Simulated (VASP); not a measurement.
Here is a VASP 6.6.1 calculation.

Contents of INCAR:

```
SYSTEM = CdSe
ALGO = Normal
EDIFF = 1E-6
ENCUT = 520
GGA = PE
ISIF = 2
ISMEAR = -1
LASPH = .TRUE.
LCHARG = .TRUE.
LELF = .TRUE.
LREAL = .FALSE.
LVHAR = .TRUE.
LWAVE = .FALSE.
NBANDS = 16
NELM = 100
PREC = Accurate
SIGMA = 0.1
```

File KPOINTS:

```
k-points
0
G
  6 6 6
  0 0 0
```

The input POSCAR:

```
CdSe
1.0
    0.0000000000      3.1304866603      3.1304866603
    3.1304866603      0.0000000000      3.1304866603
    3.1304866603      3.1304866603      0.0000000000
Cd Se
1 1
Direct
    0.0000000000      0.0000000000      0.0000000000
    0.7500000000      0.7500000000      0.7500000000
```

Potentials or basis: VASP PAW PBE potentials, release 64 (Cd, Se).

The run is started by

```sh
$ cat potpaw_PBE.64/Cd/POTCAR potpaw_PBE.64/Se/POTCAR > POTCAR
$ mpirun -np 1 vasp_std > vasp.out
```

Problem. What does it give for the band gap on the k mesh?

Solution. 0.43 eV, direct.

Problem. Predict the pressure.

Solution. -1.1 GPa.

A hybrid or GW would open this gap; PBE tends to underestimate it.
